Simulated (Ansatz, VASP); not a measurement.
ScAl: VASP beside Ansatz

The input INCAR:

```
ALGO     = Fast           # electronic algorithm
EDIFF    = 1E-7           # SCF threshold, eV
ENCUT    = 520            # plane-wave cutoff, eV
GGA      = CA             # functional
ISIF     = 2              # what is computed and relaxed
ISMEAR   = -1             # smearing method
LASPH    = T              # aspherical terms in the spheres
LCHARG   = F              # write CHGCAR
LREAL    = F              # projectors in reciprocal space
LWAVE    = F              # write WAVECAR
NBANDS   = 38             # bands
NELM     = 100            # most SCF steps
PREC     = Accurate       # precision mode
SIGMA    = 0.02           # smearing width, eV
```

The input KPOINTS:

```
k-points
0
Gamma
  10 10 10
```

The input POSCAR:

```
ScAl
1.0
   -3.3703489700      3.3703489700      3.3703489700
    3.3703489700     -3.3703489700      3.3703489700
    3.3703489700      3.3703489700     -3.3703489700
Sc Al
4 4
Direct
    0.5000000000      0.5000000000      0.5000000000
    0.0000000000      0.0000000000      0.5000000000
    0.0000000000      0.5000000000      0.0000000000
    0.5000000000      0.0000000000      0.0000000000
    0.0000000000      0.0000000000      0.0000000000
    0.5000000000      0.5000000000      0.0000000000
    0.5000000000      0.0000000000      0.5000000000
    0.0000000000      0.5000000000      0.5000000000
```

Input for Ansatz:

```yaml
crystal:
  lattice:
    - [-3.37034897, 3.37034897, 3.37034897]
    - [3.37034897, -3.37034897, 3.37034897]
    - [3.37034897, 3.37034897, -3.37034897]
  atoms:
    - { symbol: Sc, position: [0.5, 0.5, 0.5] }
    - { symbol: Sc, position: [0.0, 0.0, 0.5] }
    - { symbol: Sc, position: [0.0, 0.5, 0.0] }
    - { symbol: Sc, position: [0.5, 0.0, 0.0] }
    - { symbol: Al, position: [0.0, 0.0, 0.0] }
    - { symbol: Al, position: [0.5, 0.5, 0.0] }
    - { symbol: Al, position: [0.5, 0.0, 0.5] }
    - { symbol: Al, position: [0.0, 0.5, 0.5] }
basis:
  ecutwfc: 420
kpoints:
  mp_grid: { grid: [10, 10, 10] }
hamiltonian:
  xc: lda
scf:
  occupations: { method: fermi_dirac, width: 0.02 }
output:
  forces: true
  stress: true
  eigenvalues: true
```

Alike in both runs: task single point; functional LDA; k mesh 10 × 10 × 10; occupations fermi-dirac, width 0.02 eV; no spin polarisation.

|  | VASP | Ansatz |
| --- | --- | --- |
| version | VASP 6.6.1 | Ansatz 0.2.0 |
| potentials or method | VASP PAW LDA potentials, release 64 (Sc_sv, Al), cutoff 520 eV | scalar-relativistic, plane waves, PAW |
| valence electrons in the cell | 56 | 56 |

|  | VASP | Ansatz | Ansatz less VASP |
| --- | --- | --- | --- |
| gap on the k mesh at the Fermi level (eV) | none | none | - |
| pressure (GPa) | -4.2 | -4.4 | -0.15 |

LDA's correlation is that of Perdew and Zunger in VASP and of Perdew and Wang (1992) in Ansatz. A gap of «none» marks a metal or a gap that the smearing closes.
